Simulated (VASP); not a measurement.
# TiO2 (Fd-3m) in VASP: a series of runs

Aim: see how the results for TiO2 move with the level of theory and the settings. Levels: PBE, r2SCAN. Tasks: single point, relaxation of cell and atoms.

All numbers are computed with VASP 6.6.1; they aren't measurements. Logs are shortened: lines on timing, memory, paths and dates and some standing lists are left out, and cuts for length are marked.

## (1) The cell of the first run

It takes space group Fd-3m (No. 227, cubic). Conventional cell: a = 8.394 Å, b = 8.394 Å, c = 8.394 Å, α = 90.00°, β = 90.00°, γ = 90.00°. Ti (site symmetry -43m) has 4 O at 1.82 Å within 2.4 Å. Within 2.4 Å of O (site symmetry -3m) lie 2 Ti at 1.82 Å.

## (2) Single point, PBE

INCAR reads:

```
SYSTEM = TiO2
  PREC = Accurate
  ENCUT = 520
  EDIFF = 1E-6
  ISMEAR = 0
  SIGMA = 0.01
  LREAL = .FALSE.
  LASPH = .TRUE.
  NELM = 100
  ALGO = Normal
  ISIF = 2
  LWAVE = .FALSE.
  LCHARG = .FALSE.
  GGA = PE
  NBANDS = 33
```

KPOINTS reads:

```
regular mesh
0
G
  6 6 6
  0 0 0
```

POSCAR reads:

```
TiO2
1.0
    0.0000000000      4.1972219452      4.1972219452
    4.1972219452      0.0000000000      4.1972219452
    4.1972219452      4.1972219452      0.0000000000
Ti O
2 4
Direct
    0.7500000000      0.7500000000      0.7500000000
    0.5000000000      0.5000000000      0.5000000000
    0.6250000000      0.6250000000      0.6250000000
    0.6250000000      0.6250000000      0.1250000000
    0.6250000000      0.1250000000      0.6250000000
    0.1250000000      0.6250000000      0.6250000000
```

Potentials or basis: VASP PAW PBE potentials, release 64 (Ti_sv, O).

On the command line:

```console
$ cat potpaw_PBE.64/Ti_sv/POTCAR potpaw_PBE.64/O/POTCAR > POTCAR
$ mpirun -np 1 vasp_std > vasp.out
```

OUTCAR:

```text
SYSTEM = TiO2
   PREC = Accurate
   ENCUT = 520
   EDIFF = 1E-6
   ISMEAR = 0
   LREAL = .FALSE.
   LASPH = .TRUE.
   NELM = 100
   ISIF = 2
   GGA = PE

 ion  position               nearest neighbor table
   1  0.750  0.750  0.750-   3 1.82   4 1.82   5 1.82   6 1.82
   2  0.500  0.500  0.500-   3 1.82   4 1.82   5 1.82   6 1.82
   3  0.625  0.625  0.625-   1 1.82   2 1.82
   4  0.625  0.625  0.125-   1 1.82   2 1.82
   5  0.625  0.125  0.625-   1 1.82   2 1.82
   6  0.125  0.625  0.625-   1 1.82   2 1.82

  LATTYP: Found a face centered cubic cell.
 ALAT       =     8.3944438904

  Lattice vectors:

 A1 = (   0.0000000000,   4.1972219452,   4.1972219452)
 A2 = (   4.1972219452,   0.0000000000,   4.1972219452)
 A3 = (   4.1972219452,   4.1972219452,   0.0000000000)

Analysis of symmetry for initial positions (statically):
=====================================================================
 Subroutine PRICEL returns:
 Original cell was already a primitive cell.

 Routine SETGRP: Setting up the symmetry group for a
 face centered cubic supercell.

 Subroutine GETGRP returns: Found 48 space group operations
 (whereof 24 operations were pure point group operations)
 out of a pool of 48 trial point group operations.

The static configuration has the point symmetry T_d .
 The point group associated with its full space group is O_h .

Analysis of symmetry for dynamics (positions and initial velocities):
=====================================================================
 Subroutine PRICEL returns:
 Original cell was already a primitive cell.

 Routine SETGRP: Setting up the symmetry group for a
 face centered cubic supercell.

 Subroutine GETGRP returns: Found 48 space group operations
 (whereof 24 operations were pure point group operations)
 out of a pool of 48 trial point group operations.

The dynamic configuration has the point symmetry T_d .
 The point group associated with its full space group is O_h .

 Subroutine INISYM returns: Found 48 space group operations
 (whereof 24 operations are pure point group operations),
 and found     1 'primitive' translations

----------------------------------------------------------------------------------------

                                     Primitive cell

[... 81 lines left out ...]
   ISTART =      0    job   : 0-new  1-cont  2-samecut
   ICHARG =      2    charge: 1-file 2-atom 10-const
   ISPIN  =      1    spin polarized calculation?
   LNONCOLLINEAR =      F non collinear calculations
   LSORBIT =      F    spin-orbit coupling
   LASPH  =      T    aspherical Exc in radial PAW
   ENCUT  =  520.0 eV  38.22 Ry    6.18 a.u.  11.04 11.04 11.04*2*pi/ulx,y,z
   NELM   =    100;   NELMIN=  2; NELMDL= -5     # of ELM steps
   EDIFF  = 0.1E-05   stopping-criterion for ELM
   LREAL  =      F    real-space projection
[... 7 lines left out ...]
   TEBEG  =    0.0;   TEEND  =   0.0 temperature during run
   PSTRESS=    0.0 pullay stress
   NELECT =      48.0000    total number of electrons
   NUPDOWN=      -1.0000    fix difference up-down
   EMIN   =  10.00;   EMAX   =-10.00  energy-range for DOS
   EFERMI =   0.00;   METHOD = LEGACY
   ISMEAR =     0;   SIGMA  =   0.01  broadening in eV -4-tet -1-fermi 0-gaus
   EFERMI_NEDOS =   21; number of points for ismear=-14 and -15
   IALGO  =     38    algorithm
   IMIX   =      4    mixing-type and parameters
     AMIX     =   0.40;   BMIX     =  1.00
     AMIX_MAG =   1.60;   BMIX_MAG =  1.00
  volume/ion in A,a.u.               =      24.65       166.33
  Fermi-wavevector in a.u.,A,eV,Ry     =   1.125080  2.126092 17.222315  1.265804
  Thomas-Fermi vector in A             =   2.261755
   LORBIT       =      0    0 simple, 1 ext, 2 COOP (PROOUT), +10 PAW based schemes
   GGA     = PE    functional components
   LHFCALC =     F    Hartree Fock is set to
   AEXX    =    0.0000 exact exchange contribution
   IVDW    =     0    specifies the selected vdW correction
   LEPSILON=     F    determine dielectric tensor
   LRPA    =     F    only Hartree local field effects (RPA)
 non-spin polarized calculation
 Gauss-broadening in eV      SIGMA  =   0.01
  energy-cutoff  :      520.00
  volume of cell :      147.88
 maximum number of plane-waves:      3996
 NGX is ok and might be reduce to    48
   NGX = 23   NGY = 23   NGZ = 23

 number of electron      48.0000010 magnetization

 Free energy of the ion-electron system (eV)
  ---------------------------------------------------
  ext. energy  EPLUGINS =         0.00000000
  ---------------------------------------------------
  free energy    TOTEN  =       -53.71209080 eV

  energy without entropy =      -53.71209080  energy(sigma->0) =      -53.71209080

 E-fermi :  -2.3925     XC(G=0):  -6.5119

 val. band max:       -2.5081185261   @ k =   0.5000   0.0000   0.0000
 cond. band min:       0.7364474384   @ k =   0.0000   0.0000   0.0000
 fundamental gap:      3.2445659645
 Fermi energy:        -2.3924741630

 k-point     1 :       0.0000    0.0000    0.0000
  band No.  band energies     occupation
      1     -57.9796      2.00000
      2     -57.9709      2.00000
      3     -34.3734      2.00000
      4     -34.3734      2.00000
      5     -34.3734      2.00000
      6     -34.2714      2.00000
[... 565 lines left out ...]
     32       3.6780      0.00000
     33       4.2569      0.00000

------------------------ aborting loop because EDIFF is reached ----------------------------------------

  FORCE on cell =-STRESS in cart. coord.  units (eV):
  Direction    XX          YY          ZZ          XY          YZ          ZX
  --------------------------------------------------------------------------------------
  -------------------------------------------------------------------------------------
  Total        0.2952043      0.2952043      0.2952043      0.0000000      0.0000000      0.0000000
  in kB        3.1982869      3.1982869      3.1982869      0.0000000      0.0000000      0.0000000
  external PRESSURE =       3.1982869 kB  Pullay stress =       0.0000000 kB

 VOLUME and BASIS-vectors are now :
 -----------------------------------------------------------------------------
  energy-cutoff  :      520.00
  volume of cell :      147.88
      direct lattice vectors                 reciprocal lattice vectors
     0.000000000  4.197221945  4.197221945    -0.119126414  0.119126414  0.119126414
     4.197221945  0.000000000  4.197221945     0.119126414 -0.119126414  0.119126414
     4.197221945  4.197221945  0.000000000     0.119126414  0.119126414 -0.119126414

 POSITION                                       TOTAL-FORCE (eV/Angst)
 -----------------------------------------------------------------------------------
      6.29583      6.29583      6.29583        -0.000000     -0.000000     -0.000000
      4.19722      4.19722      4.19722         0.000000      0.000000     -0.000000
      5.24653      5.24653      5.24653        -0.000000     -0.000000      0.000000
      3.14792      3.14792      5.24653        -0.000000     -0.000000      0.000000
      3.14792      5.24653      3.14792        -0.000000     -0.000000      0.000000
      5.24653      3.14792      3.14792        -0.000000     -0.000000      0.000000
 -----------------------------------------------------------------------------------
    total drift:                                0.000000     -0.000000     -0.000000

  FREE ENERGIE OF THE ION-ELECTRON SYSTEM (eV)
  ---------------------------------------------------
  free  energy   TOTEN  =       -53.7120908002 eV

  energy  without entropy=      -53.7120908002  energy(sigma->0) =      -53.71209080
```

stdout:

```text
POSCAR found type information on POSCAR TiO
 POSCAR found :  2 types and       6 ions
 scaLAPACK will be used
 LDA part: xc-table for (Slater+PW92), standard interpolation
 POSCAR, INCAR and KPOINTS ok, starting setup
 FFT: planning ... GRIDC
 FFT: planning ... GRID_SOFT
 FFT: planning ... GRID
 WAVECAR not read
 entering main loop
```

Wall time 95 s (1 thread of Intel Xeon 6975P-C (Granite Rapids), shared host); peak memory 0.34 GiB.

Results:

```
Free energy            : -53.7121 eV
Pressure               : 0.3 GPa
Band gap on the k mesh : 3.24 eV, indirect (the least direct gap lies 2.8 meV higher)
```

A k mesh can miss the band edges.

## (3) Single point, r2SCAN

POSCAR is that of step 2.

INCAR.step1 reads:

```
SYSTEM = TiO2
PREC = Accurate
ENCUT = 520
ISMEAR = 0
SIGMA = 0.02
LREAL = .False.
LASPH = .True.
NELM = 60
NBANDS = 33
GGA = PE
ALGO = Normal
EDIFF = 1E-4
LWAVE = .True.
LCHARG = .False.
```

INCAR.step2 reads:

```
SYSTEM = TiO2
PREC = Accurate
ENCUT = 520
EDIFF = 1E-6
ISMEAR = 0
SIGMA = 0.02
LREAL = .False.
LASPH = .True.
NELM = 60
ALGO = Normal
ISIF = 2
LWAVE = .False.
LCHARG = .True.
METAGGA = R2SCAN
LMIXTAU = .True.
LELF = .True.
LVHAR = .True.
NBANDS = 33
ISTART = 1
```

KPOINTS reads:

```
Automatic mesh
0
Gamma
  6 6 6
  0 0 0
```

Potentials or basis: VASP PAW PBE potentials, release 64 (Ti_sv, O).

On the command line:

```console
$ cat potpaw_PBE.64/Ti_sv/POTCAR potpaw_PBE.64/O/POTCAR > POTCAR
$ cp INCAR.step1 INCAR
$ mpirun -np 1 vasp_std > vasp.out
$ cp INCAR.step2 INCAR
$ mpirun -np 1 vasp_std > vasp.out
```

It took 5.4 min on 1 thread of Intel Xeon 6975P-C (Granite Rapids), shared host; peak memory 0.39 GiB.

Results (log left out):

| Property | Result |
| --- | --- |
| Free energy | -68.9620 eV |
| Pressure | -1.2 GPa |
| Band gap on the k mesh | 3.70 eV, indirect (the least direct gap lies 2.7 meV higher) |

Levels at points of the mesh, in eV from the valence-band top:
```
           k point  band 21  band 22  band 23  band 24  band 25  band 26  band 27  band 28
(0.00, 0.00, 0.00)    -1.29     0.00     0.00     0.00     3.70     3.70     4.59     4.59
(0.50, 0.00, 0.00)    -1.44    -0.66    -0.66     0.00     4.11     4.11     5.64     5.64
(0.50, 0.50, 0.00)    -1.39    -1.39    -0.37    -0.37     4.59     4.59     5.43     5.43
```

Caveat: the PAW data sets were made with another functional, which shifts forces and pressure a little. A k mesh can miss the band edges.

## (4) Single point, PBE, collinear spin, ferromagnetic start

This run uses another cell than the first one, of 24.72 Å³/atom, 1.003 times its volume.

INCAR reads:

```
ALGO = Normal
EDIFF = 1E-6
ENCUT = 520
GGA = PE
ISIF = 2
ISMEAR = 0
ISPIN = 2
LASPH = True
LCHARG = False
LMAXMIX = 4
LORBIT = 11
LREAL = False
LWAVE = False
MAGMOM = 1 1 0 0 0 0
NBANDS = 37
NELM = 150
PREC = Accurate
SIGMA = 0.1
```

KPOINTS reads:

```
k-points
0
Gamma
  4 4 4
```

POSCAR reads:

```
TiO2
1.0
    0.0000000000      4.2011486029      4.2011486029
    4.2011486029      0.0000000000      4.2011486029
    4.2011486029      4.2011486029      0.0000000000
Ti O
2 4
Direct
    0.2500000000      0.2500000000      0.2500000000
    0.0000000000      0.0000000000      0.0000000000
    0.1250000000      0.1250000000      0.1250000000
    0.1250000000      0.1250000000      0.6250000000
    0.1250000000      0.6250000000      0.1250000000
    0.6250000000      0.1250000000      0.1250000000
```

Potentials or basis: VASP PAW PBE potentials, release 64 (Ti_sv, O).

On the command line:

```console
$ cat potpaw_PBE.64/Ti_sv/POTCAR potpaw_PBE.64/O/POTCAR > POTCAR
$ mpirun -np 1 vasp_std > vasp.out
```

OUTCAR:

```text
EDIFF = 1E-6
   ENCUT = 520
   GGA = PE
   ISIF = 2
   ISMEAR = 0
   ISPIN = 2
   LASPH = True
   LORBIT = 11
   LREAL = False
   NELM = 150
   PREC = Accurate

 ion  position               nearest neighbor table
   1  0.250  0.250  0.250-   3 1.82   4 1.82   5 1.82   6 1.82
   2  0.000  0.000  0.000-   3 1.82   4 1.82   5 1.82   6 1.82
   3  0.125  0.125  0.125-   1 1.82   2 1.82
   4  0.125  0.125  0.625-   1 1.82   2 1.82
   5  0.125  0.625  0.125-   1 1.82   2 1.82
   6  0.625  0.125  0.125-   1 1.82   2 1.82

  LATTYP: Found a face centered cubic cell.
 ALAT       =     8.4022972058

  Lattice vectors:

 A1 = (   0.0000000000,   4.2011486029,   4.2011486029)
 A2 = (   4.2011486029,   0.0000000000,   4.2011486029)
 A3 = (   4.2011486029,   4.2011486029,   0.0000000000)

Analysis of symmetry for initial positions (statically):
=====================================================================
 Subroutine PRICEL returns:
 Original cell was already a primitive cell.

 Routine SETGRP: Setting up the symmetry group for a
 face centered cubic supercell.

 Subroutine GETGRP returns: Found 48 space group operations
 (whereof 24 operations were pure point group operations)
 out of a pool of 48 trial point group operations.

The static configuration has the point symmetry T_d .
 The point group associated with its full space group is O_h .

Analysis of symmetry for dynamics (positions and initial velocities):
=====================================================================
 Subroutine PRICEL returns:
 Original cell was already a primitive cell.

 Routine SETGRP: Setting up the symmetry group for a
 face centered cubic supercell.

 Subroutine GETGRP returns: Found 48 space group operations
 (whereof 24 operations were pure point group operations)
 out of a pool of 48 trial point group operations.

The dynamic configuration has the point symmetry T_d .
[... 162 lines left out ...]
 Fermi energy:        -1.8639451144

 spin component 1

 k-point     1 :       0.0000    0.0000    0.0000
  band No.  band energies     occupation
      1     -58.0050      1.00000
      2     -57.9964      1.00000
      3     -34.3957      1.00000
      4     -34.3957      1.00000
      5     -34.3957      1.00000
      6     -34.2949      1.00000
[... 301 lines left out ...]
     35       5.7901      0.00000
     36       5.7903      0.00000
 Fermi energy:        -1.8639451144

 spin component 2

 k-point     1 :       0.0000    0.0000    0.0000
  band No.  band energies     occupation
      1     -58.0050      1.00000
      2     -57.9965      1.00000
      3     -34.3957      1.00000
      4     -34.3957      1.00000
      5     -34.3957      1.00000
      6     -34.2949      1.00000
[... 301 lines left out ...]
     35       5.7909      0.00000
     36       5.7910      0.00000
 [bands above 36 left out]

------------------------ aborting loop because EDIFF is reached ----------------------------------------

  FORCE on cell =-STRESS in cart. coord.  units (eV):
  Direction    XX          YY          ZZ          XY          YZ          ZX
  --------------------------------------------------------------------------------------
  -------------------------------------------------------------------------------------
  Total        0.0430239      0.0430239      0.0430239     -0.0000000     -0.0000000     -0.0000000
  in kB        0.4648218      0.4648218      0.4648218     -0.0000000     -0.0000000     -0.0000000
  external PRESSURE =       0.4648218 kB  Pullay stress =       0.0000000 kB

 VOLUME and BASIS-vectors are now :
 -----------------------------------------------------------------------------
  energy-cutoff  :      520.00
  volume of cell :      148.30
      direct lattice vectors                 reciprocal lattice vectors
     0.000000000  4.201148603  4.201148603    -0.119015071  0.119015071  0.119015071
     4.201148603  0.000000000  4.201148603     0.119015071 -0.119015071  0.119015071
     4.201148603  4.201148603  0.000000000     0.119015071  0.119015071 -0.119015071

 POSITION                                       TOTAL-FORCE (eV/Angst)
 -----------------------------------------------------------------------------------
      2.10057      2.10057      2.10057        -0.000000     -0.000000     -0.000000
      0.00000      0.00000      0.00000         0.000000      0.000000      0.000000
      1.05029      1.05029      1.05029         0.000000     -0.000000     -0.000000
      3.15086      3.15086      1.05029         0.000000     -0.000000     -0.000000
      3.15086      1.05029      3.15086         0.000000     -0.000000     -0.000000
      1.05029      3.15086      3.15086         0.000000     -0.000000     -0.000000
 -----------------------------------------------------------------------------------
    total drift:                                0.000000      0.000000      0.000000

  FREE ENERGIE OF THE ION-ELECTRON SYSTEM (eV)
  ---------------------------------------------------
  free  energy   TOTEN  =       -53.7126586860 eV

  energy  without entropy=      -53.7126586860  energy(sigma->0) =      -53.71265869

 total charge

# of ion       s       p       d       tot
------------------------------------------
    1        2.252   6.288   1.934  10.474
    2        2.252   6.288   1.934  10.474
    3        1.575   3.482   0.000   5.057
    4        1.575   3.482   0.000   5.057
    5        1.575   3.482   0.000   5.057
    6        1.575   3.482   0.000   5.057
--------------------------------------------------
tot         10.804  26.504   3.867  41.175

 magnetization (x)

# of ion       s       p       d       tot
------------------------------------------
    1        0.000  -0.000   0.000   0.000
    2        0.000  -0.000   0.000   0.000
    3        0.000  -0.000   0.000  -0.000
    4        0.000  -0.000   0.000  -0.000
    5        0.000  -0.000   0.000  -0.000
    6        0.000  -0.000   0.000  -0.000
--------------------------------------------------
tot          0.000  -0.000   0.000  -0.000
```

OSZICAR:

```text
N       E                     dE             d eps       ncg     rms          rms(c)
DAV:   1     0.600493164625E+03    0.60049E+03   -0.22934E+04  1192   0.126E+03
DAV:   2     0.128921129223E+02   -0.58760E+03   -0.55521E+03  1438   0.387E+02
DAV:   3    -0.651818383665E+02   -0.78074E+02   -0.77195E+02  1658   0.150E+02
DAV:   4    -0.701429094350E+02   -0.49611E+01   -0.49442E+01  1844   0.346E+01
DAV:   5    -0.703521329935E+02   -0.20922E+00   -0.20919E+00  1523   0.459E+00    0.366E+01
DAV:   6    -0.545044827737E+02    0.15848E+02   -0.67350E+01  1768   0.821E+01    0.145E+01
DAV:   7    -0.540629298979E+02    0.44155E+00   -0.17574E+01  1519   0.371E+01    0.122E+01
DAV:   8    -0.537344723706E+02    0.32846E+00   -0.76347E-01  1383   0.860E+00    0.673E+00
DAV:   9    -0.537786706023E+02   -0.44198E-01   -0.57302E-01  1791   0.864E+00    0.278E+00
DAV:  10    -0.537165964580E+02    0.62074E-01   -0.24344E-01  1453   0.537E+00    0.890E-01
DAV:  11    -0.537130734713E+02    0.35230E-02   -0.15473E-02  1410   0.830E-01    0.472E-01
DAV:  12    -0.537127854569E+02    0.28801E-03   -0.99525E-03  1266   0.445E-01    0.135E-01
DAV:  13    -0.537128674245E+02   -0.81968E-04   -0.14354E-03  1312   0.299E-01    0.801E-02
DAV:  14    -0.537127335347E+02    0.13389E-03   -0.69951E-04  1240   0.287E-01    0.587E-02
DAV:  15    -0.537126622840E+02    0.71251E-04   -0.11093E-04  1254   0.121E-01    0.863E-03
DAV:  16    -0.537126660116E+02   -0.37275E-05   -0.25196E-05  1308   0.339E-02    0.191E-02
DAV:  17    -0.537126592550E+02    0.67566E-05   -0.16468E-05  1208   0.346E-02    0.294E-03
DAV:  18    -0.537126586860E+02    0.56894E-06   -0.40835E-06  1032   0.106E-02
   1 F= -.53712659E+02 E0= -.53712659E+02  d E =-.278254E-20  mag=     0.0000
```

stdout:

```text
POSCAR found type information on POSCAR TiO
 POSCAR found :  2 types and       6 ions
 scaLAPACK will be used
 LDA part: xc-table for (Slater+PW92), standard interpolation
 POSCAR, INCAR and KPOINTS ok, starting setup
 FFT: planning ... GRIDC
 FFT: planning ... GRID_SOFT
 FFT: planning ... GRID
 WAVECAR not read
 entering main loop
```

Run time: 1.7 min. Hardware: 1 thread of AMD EPYC 9R45 (Zen 5), shared host; peak memory 0.38 GiB.

Results:

| Item | Value |
| --- | --- |
| Free energy | -53.7127 eV |
| Pressure | 0.0 GPa |
| Band gap on the k mesh | 3.23 eV, indirect (the least direct gap lies 2.8 meV higher) |
| Net moment | 0.00 μB per cell |
| Valence electrons inside the program's atomic spheres | Ti 10.47; O 5.06 |

(Part 1 of 2 ends here.)
